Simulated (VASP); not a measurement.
# H3CCl in VASP: notebook, part 2 of 2

VASP 6.6.1. The steps go on from the part before.

## (3) Single point, LDA

The input, INCAR:

```
PREC = Accurate
ENCUT = 520
EDIFF = 1E-6
ISMEAR = -1
SIGMA = 0.02
LREAL = Auto
LASPH = T
NELM = 100
ALGO = Normal
ISIF = 2
LWAVE = F
LCHARG = F
GGA = CA
NBANDS = 82
```

The input, KPOINTS:

```
Automatic mesh
0
Gamma
  1 1 1
```

The input, POSCAR:

```
H3CCl
1.0
    8.7171280000      0.0000000000      0.0000000000
    0.0000000000      8.7171280000      0.0000000000
    0.0000000000      0.0000000000      8.7171280000
C Cl H
8 8 24
Direct
   -0.0067223976      0.4874426531      0.0444297709
    0.2681731873      0.8336690708      0.7410124068
    0.7184476355      1.0136251297      0.5328934025
    0.3726341979      0.3361887080      0.9352162777
    0.6573954174      0.4737913680      0.6289342086
    0.5308743889      0.5285800553      0.2626782583
    0.3240746264      0.1942497575      0.5585211092
    0.0888710135      0.9003538780      0.1451739610
    0.0988857798      0.4219394278      0.2040809771
    0.2998349915      0.6322839357      0.7443047756
    0.6577625108      1.0152082200      0.7280608935
    0.3664050820      0.1341152728      0.9949721973
    0.7132739132      0.6201927974      0.7543080703
    0.6889883916      0.4165821587      0.2624144099
    0.3137615967      0.0745084849      0.3987896013
    0.2702839743      0.7977398060      0.1365128515
   -0.1186399924      0.4996714514      0.0889742585
    0.0445903743      0.5971576877      0.0168748239
   -0.0052196090      0.4219164844     -0.0537103505
    0.3623211682      0.8873679496      0.8000341397
    0.2884550967      0.8666157019      0.6249076531
    0.1510015684      0.8595147393      0.7808420388
    0.6580837175      1.1035400650      0.4599221211
    0.8459208125      1.0234792927      0.5144469601
    0.6736737146      0.9021778733      0.4951745575
    0.2977930346      0.3960593443      1.0195215672
    0.4900008351      0.3723015195      0.9441985938
    0.3269540151      0.3481995446      0.8228283444
    0.5266184000      0.4995911497      0.6116578763
    0.7147308150      0.4577310325      0.5136783583
    0.6865793413      0.3635371650      0.6937835489
    0.5279376418      0.5821756891      0.1505312300
    0.4408103219      0.4375179532      0.2675193022
    0.5339602676      0.6187244239      0.3585928760
    0.2846006162      0.1272322719      0.6558237988
    0.4417280554      0.2275520102      0.5769331367
    0.2579634026      0.2995940865      0.5489652096
    0.0722256229      0.9605571927      0.0356654164
    0.0037741788      0.8114599212      0.1671995639
    0.0890889752      0.9943527272      0.2368784765
```

Potentials or basis: VASP PAW LDA potentials, release 64 (C, Cl, H).

Run with:

```
cat potpaw_LDA.64/C/POTCAR potpaw_LDA.64/Cl/POTCAR potpaw_LDA.64/H/POTCAR > POTCAR
mpirun -np 1 vasp_gam > vasp.out
```

OUTCAR:

```text
PREC = Accurate
   ENCUT = 520
   EDIFF = 1E-6
   ISMEAR = -1
   LREAL = Auto
   LASPH = T
   NELM = 100
   ISIF = 2
   GGA = CA

 ion  position               nearest neighbor table
   1  0.993  0.487  0.044-  19 1.03  17 1.06  18 1.08   9 1.76
   2  0.268  0.834  0.741-  21 1.07  20 1.08  22 1.10  10 1.78
   3  0.718  0.014  0.533-  25 1.10  24 1.13  23 1.14  11 1.78
   4  0.373  0.336  0.935-  28 1.06  27 1.07  26 1.11  12 1.84
   5  0.657  0.474  0.629-  30 1.13  31 1.14  29 1.17  13 1.75
   6  0.531  0.529  0.263-  32 1.08  33 1.12  34 1.15  14 1.69
   7  0.324  0.194  0.559-  36 1.08  35 1.09  37 1.09  15 1.74
   8  0.089  0.900  0.145-  39 1.09  38 1.10  40 1.14  16 1.82
   9  0.099  0.422  0.204-   1 1.76
  10  0.300  0.632  0.744-   2 1.78
  11  0.658  0.015  0.728-   3 1.78
  12  0.366  0.134  0.995-   4 1.84
  13  0.713  0.620  0.754-   5 1.75
  14  0.689  0.417  0.262-   6 1.69
[... 24 lines left out ...]
  39  0.004  0.811  0.167-   8 1.09
  40  0.089  0.994  0.237-   8 1.14

  LATTYP: Found a simple cubic cell.
 ALAT       =     8.7171280000

  Lattice vectors:

 A1 = (   8.7171280000,   0.0000000000,   0.0000000000)
 A2 = (   0.0000000000,   8.7171280000,   0.0000000000)
 A3 = (   0.0000000000,   0.0000000000,   8.7171280000)

Analysis of symmetry for initial positions (statically):
=====================================================================
 Subroutine PRICEL returns:
 Original cell was already a primitive cell.

 Routine SETGRP: Setting up the symmetry group for a
 simple cubic supercell.

 Subroutine GETGRP returns: Found  1 space group operations
 (whereof  1 operations were pure point group operations)
 out of a pool of 48 trial point group operations.

The static configuration has the point symmetry C_1 .

Analysis of symmetry for dynamics (positions and initial velocities):
=====================================================================
 Subroutine PRICEL returns:
 Original cell was already a primitive cell.
[... 184 lines left out ...]
   LORBIT       =      0    0 simple, 1 ext, 2 COOP (PROOUT), +10 PAW based schemes
   GGA     = CA    functional components
   LHFCALC =     F    Hartree Fock is set to
   AEXX    =    0.0000 exact exchange contribution
   IVDW    =     0    specifies the selected vdW correction
   LEPSILON=     F    determine dielectric tensor
   LRPA    =     F    only Hartree local field effects (RPA)
 non-spin polarized calculation
  energy-cutoff  :      520.00
  volume of cell :      662.40
 maximum number of plane-waves:      8923
 NGX is ok and might be reduce to    70
   NGX = 33   NGY = 33   NGZ = 33

 number of electron     111.9999998 magnetization

 Free energy of the ion-electron system (eV)
  ---------------------------------------------------
  ext. energy  EPLUGINS =         0.00000000
  ---------------------------------------------------
  free energy    TOTEN  =      -188.31273405 eV

  energy without entropy =     -188.31273405  energy(sigma->0) =     -188.31273405

 E-fermi :  -2.5514     XC(G=0):  -6.5828

 val. band max:       -3.0886798525   @ k =   0.0000   0.0000   0.0000
 cond. band min:       1.9477630290   @ k =   0.0000   0.0000   0.0000
 fundamental gap:      5.0364428815
 Fermi energy:        -2.5514064513

 k-point     1 :       0.0000    0.0000    0.0000
  band No.  band energies     occupation
      1     -18.7348      2.00000
      2     -18.1511      2.00000
      3     -17.9207      2.00000
      4     -17.8724      2.00000
      5     -17.7752      2.00000
      6     -17.7389      2.00000
[... 60 lines left out ...]
     67       3.8034      0.00000
     68       4.0163      0.00000
 [bands above 68 left out]

------------------------ aborting loop because EDIFF is reached ----------------------------------------

  FORCE on cell =-STRESS in cart. coord.  units (eV):
  Direction    XX          YY          ZZ          XY          YZ          ZX
  --------------------------------------------------------------------------------------
  -------------------------------------------------------------------------------------
  Total        1.3089719     -4.2584994      1.5952731      0.7805080      1.1383437      0.9363607
  in kB        3.1660709    -10.3002296      3.8585608      1.8878508      2.7533647      2.2648189
  external PRESSURE =      -1.0918660 kB  Pullay stress =       0.0000000 kB

 VOLUME and BASIS-vectors are now :
 -----------------------------------------------------------------------------
  energy-cutoff  :      520.00
  volume of cell :      662.40
      direct lattice vectors                 reciprocal lattice vectors
     8.717128000  0.000000000  0.000000000     0.114716682  0.000000000  0.000000000
     0.000000000  8.717128000  0.000000000     0.000000000  0.114716682  0.000000000
     0.000000000  0.000000000  8.717128000     0.000000000  0.000000000  0.114716682

 POSITION                                       TOTAL-FORCE (eV/Angst)
 -----------------------------------------------------------------------------------
      8.65853      4.24910      0.38730         1.033106      1.677065      1.894541
      2.33770      7.26720      6.45950        -0.065952     -0.810580      0.007278
      6.26280      0.11877      4.64530        -0.351279      0.209905     -0.683955
      3.24830      2.93060      8.15240        -0.633431     -1.147966      1.898692
      5.73060      4.13010      5.48250        -1.279186     -1.119105      0.163357
      4.62770      4.60770      2.28980        -1.396815      0.471575      0.664774
[... 32 lines left out ...]
      0.03290      7.07360      1.45750        -0.332659     -0.000310      0.020999
      0.77660      8.66790      2.06490         0.269584     -1.112776     -0.628286
 -----------------------------------------------------------------------------------
    total drift:                                0.007751     -0.006698     -0.005098

  FREE ENERGIE OF THE ION-ELECTRON SYSTEM (eV)
  ---------------------------------------------------
  free  energy   TOTEN  =      -188.3127340495 eV

  energy  without entropy=     -188.3127340495  energy(sigma->0) =     -188.31273405
```

OSZICAR:

```text
N       E                     dE             d eps       ncg     rms          rms(c)
DAV:   1     0.893326397922E+03    0.89333E+03   -0.52059E+04   164   0.120E+03
DAV:   2    -0.779003561881E+02   -0.97123E+03   -0.91598E+03   222   0.245E+02
DAV:   3    -0.203697045908E+03   -0.12580E+03   -0.12487E+03   200   0.962E+01
DAV:   4    -0.207588277831E+03   -0.38912E+01   -0.38626E+01   216   0.200E+01
DAV:   5    -0.207719567879E+03   -0.13129E+00   -0.13116E+00   200   0.367E+00    0.355E+01
DAV:   6    -0.190514682499E+03    0.17205E+02   -0.28231E+01   192   0.183E+01    0.146E+01
DAV:   7    -0.188847758025E+03    0.16669E+01   -0.11650E+01   200   0.995E+00    0.813E+00
DAV:   8    -0.188353509594E+03    0.49425E+00   -0.70343E-01   208   0.264E+00    0.418E+00
DAV:   9    -0.188301609097E+03    0.51900E-01   -0.17169E-01   200   0.138E+00    0.751E-01
DAV:  10    -0.188304275036E+03   -0.26659E-02   -0.19118E-02   192   0.466E-01    0.328E-01
DAV:  11    -0.188309045125E+03   -0.47701E-02   -0.47078E-03   192   0.264E-01    0.135E-01
DAV:  12    -0.188311746417E+03   -0.27013E-02   -0.23733E-03   184   0.198E-01    0.901E-02
DAV:  13    -0.188312587054E+03   -0.84064E-03   -0.10954E-03   192   0.122E-01    0.548E-02
DAV:  14    -0.188312689973E+03   -0.10292E-03   -0.16238E-04   200   0.429E-02    0.408E-02
DAV:  15    -0.188312720991E+03   -0.31018E-04   -0.32274E-05   184   0.179E-02    0.154E-02
DAV:  16    -0.188312732312E+03   -0.11321E-04   -0.14871E-05   192   0.173E-02    0.943E-03
DAV:  17    -0.188312733529E+03   -0.12169E-05   -0.99702E-06   192   0.121E-02    0.478E-03
DAV:  18    -0.188312734049E+03   -0.52052E-06   -0.15928E-06   160   0.410E-03
   1 F= -.18831273E+03 E0= -.18831273E+03  d E =-.281116E-11
```

Wall time 2.3 min (1 thread of Intel Xeon Platinum 8259CL at 2.50GHz (Skylake/Cascade Lake), shared host); peak memory 0.49 GiB.

Results:

- Free energy: -188.3127 eV
- Pressure: -0.1 GPa
- Largest force: 2.795 eV/Å
- Band gap on the k mesh: 5.04 eV

Forces on the atoms (eV/Å):
```
C    1.033  1.677  1.895
C   -0.066 -0.811  0.007
C   -0.351  0.210 -0.684
C   -0.633 -1.148  1.899
C   -1.279 -1.119  0.163
C   -1.397  0.472  0.665
C   -0.072 -0.135  0.124
C    0.774  0.624  0.548
Cl   0.144 -0.561  0.033
Cl  -0.160  0.003  0.140
Cl   0.348  0.631 -0.315
Cl  -0.029  0.929 -0.503
Cl   0.518  0.461 -0.228
Cl   2.252 -1.214  0.044
Cl   0.040  0.047 -0.393
Cl  -0.765  0.705  0.123
H   -1.495  0.303  0.156
H    0.097  0.667 -0.224
H    0.293 -2.009 -1.921
H    0.257  0.367  1.033
H   -0.337  0.364 -1.311
H    0.299  0.047  0.096
H    0.398 -0.483  0.863
H   -0.798 -0.117  0.502
H    0.347 -0.111 -0.366
H    0.311 -0.057 -0.275
H    0.818  0.302 -0.054
H   -0.362 -0.048 -1.210
H    1.619 -0.900  0.191
H   -0.039  0.899  0.814
H   -0.856  0.626 -0.572
H   -0.342  0.528 -0.365
H   -0.433  1.113  0.295
H   -0.295 -1.074 -0.858
H   -0.106 -0.136  0.618
H    0.823  0.052  0.176
H   -0.505  0.250 -0.350
H    0.012 -0.241 -0.146
H   -0.333  0.000  0.021
H    0.270 -1.113 -0.628
```

Stress tensor (GPa, compression positive):
```
 0.32  0.19  0.23
 0.19 -1.03  0.28
 0.23  0.28  0.39
```

Caveat: the k points lie up to 0.72 Å⁻¹ apart.

## (4) Single point, LDA

The input, INCAR:

```
SYSTEM = H3CCl
ALGO = Normal
EDIFF = 1E-6
ENCUT = 520
GGA = CA
ISIF = 2
ISMEAR = -1
LASPH = .True.
LCHARG = .False.
LREAL = Auto
LWAVE = .False.
NBANDS = 82
NELM = 60
PREC = Accurate
SIGMA = 0.02
```

The input, KPOINTS:

```
k-points
0
Gamma
  1 1 1
  0 0 0
```

The input, POSCAR:

```
H3CCl
1.0
    8.7171280000      0.0000000000      0.0000000000
    0.0000000000      8.7171280000      0.0000000000
    0.0000000000      0.0000000000      8.7171280000
C Cl H
8 8 24
Direct
   -0.0032808971      0.4896681568      0.0563603058
    0.2965540944      0.8166107002      0.7451995657
    0.7200536691      1.0178352320      0.5255285915
    0.3789092004      0.3324374725      0.9479727727
    0.6567644756      0.4784488653      0.6486998929
    0.5370117314      0.5245420281      0.2441629858
    0.3246711532      0.1783500254      0.5587505426
    0.0822862759      0.9093476659      0.1479042180
    0.1054016873      0.4233045563      0.2137057067
    0.2795645538      0.6159826952      0.7473447677
    0.6449027707      1.0227680493      0.7200766124
    0.3596712128      0.1369946615      1.0012471998
    0.7114958046      0.6418168920      0.7668580753
    0.7029608834      0.4114772664      0.3096203245
    0.3188779607      0.0694380076      0.3939715007
    0.2492105198      0.7978315794      0.1427075523
   -0.1238940165      0.4902187968      0.1108736731
    0.0382350701      0.6103156911      0.0411488738
    0.0207178328      0.4091599894     -0.0442003375
    0.4097679878      0.8389575099      0.8003782897
    0.2967835278      0.8502341597      0.6213055493
    0.2123405782      0.8916468819      0.8024546617
    0.6238522596      1.0420863385      0.4497696948
    0.8205798974      1.0875141446      0.5145960917
    0.7639327999      0.8951342690      0.5112234213
    0.3179946423      0.4072327491      1.0262898514
    0.4950139541      0.3749514748      0.9538347951
    0.3351447862      0.3550940172      0.8262124865
    0.5482080795      0.5249779515      0.6123461764
    0.7322251090      0.4642010534      0.5537488953
    0.6360007562      0.3953366292      0.7338999726
    0.5751320848      0.5840799860      0.1444856609
    0.4490355080      0.4356365996      0.2057558407
    0.4742617064      0.5976739128      0.3207019560
    0.3518475351      0.0911194604      0.6521528650
    0.4183373239      0.2615425631      0.5445830324
    0.2135909901      0.2399528836      0.5764054400
    0.0397608020      0.9123647146      0.0307670141
   -0.0023861070      0.8496261613      0.2235483981
    0.1131794784      1.0209325824      0.1915539155
```

Run with:

```
cat potpaw_LDA.64/C/POTCAR potpaw_LDA.64/Cl/POTCAR potpaw_LDA.64/H/POTCAR > POTCAR
mpirun -np 1 vasp_gam > vasp.out
```

It took 2.4 min on 1 thread of Intel Xeon Platinum 8259CL at 2.50GHz (Skylake/Cascade Lake), shared host; peak memory 0.49 GiB.

It converged, with:

| Item | Value |
| --- | --- |
| Free energy | -188.2069 eV |
| Pressure | -0.4 GPa |
| Largest force | 2.931 eV/Å |
| Band gap on the k mesh | 4.95 eV |

Forces on the atoms (eV/Å):
```
C   -0.587  0.108  0.500
C    1.112  0.719 -0.700
C   -0.158 -2.370  1.157
C   -0.662 -0.035 -1.508
C   -0.524  2.593  1.237
C   -0.455 -2.838 -0.573
C   -0.114 -0.249  1.149
C   -0.533 -1.054  0.299
Cl   0.430 -0.399  0.493
Cl  -0.600 -0.030  0.281
Cl   0.491  0.352 -0.723
Cl   0.127  0.513 -0.247
Cl   0.398 -0.096 -0.203
Cl  -1.097  0.782 -0.582
Cl  -0.072 -0.511 -0.995
Cl   0.482 -0.237  0.030
H    1.005 -0.126 -1.336
H   -0.265 -0.596 -0.465
H   -0.569  0.995  0.846
H   -0.341  0.167 -0.422
H    0.244 -0.020  0.485
H   -0.425 -0.742  0.316
H   -0.053  0.205 -0.342
H    0.422  1.000 -0.002
H   -0.660  0.937 -0.006
H   -0.769  0.027  0.367
H    0.986 -0.292 -0.102
H    0.340 -0.501  1.111
H   -0.864 -0.264 -0.677
H    0.837 -0.384 -0.265
H    0.063 -1.791  0.563
H    0.406  0.692 -0.870
H    0.816  0.652  0.351
H    0.280  0.564  1.225
H   -0.236  1.153 -0.270
H    0.073  0.074  0.300
H    0.446 -0.329  0.016
H   -0.295  0.250 -0.324
H    0.328  0.370 -0.287
H   -0.006  0.709  0.171
```

Stress tensor (GPa, compression positive):
```
-0.42  0.60  0.19
 0.60 -1.03  0.22
 0.19  0.22  0.18
```

Levels at points of the mesh, in eV from the valence-band top:
```
           k point  band 53  band 54  band 55  band 56  band 57  band 58  band 59  band 60
(0.00, 0.00, 0.00)    -0.17    -0.11    -0.06     0.00     4.95     5.26     5.56     5.72
```

Caveat: the k points lie up to 0.72 Å⁻¹ apart.

## (5) The runs side by side

```csv
cell,gap on the mesh (eV),pressure (GPa),largest force (eV/Å)
"as given, atomic positions A",5.29,-0.9,0.36
"as given, atomic positions B",5.04,-0.1,2.80
"as given, atomic positions C",4.95,-0.4,2.93
```

Alike in all rows: task single point; level LDA; potentials or basis VASP PAW LDA potentials, release 64 (C, Cl, H); no spin polarisation; k mesh 1 × 1 × 1; cutoff (eV) 520; smearing fermi-dirac 0.02 eV.

Caveats: all runs use coarse meshes.

Total energies depend on the potentials used, so only differences within one code and one set of settings carry meaning.
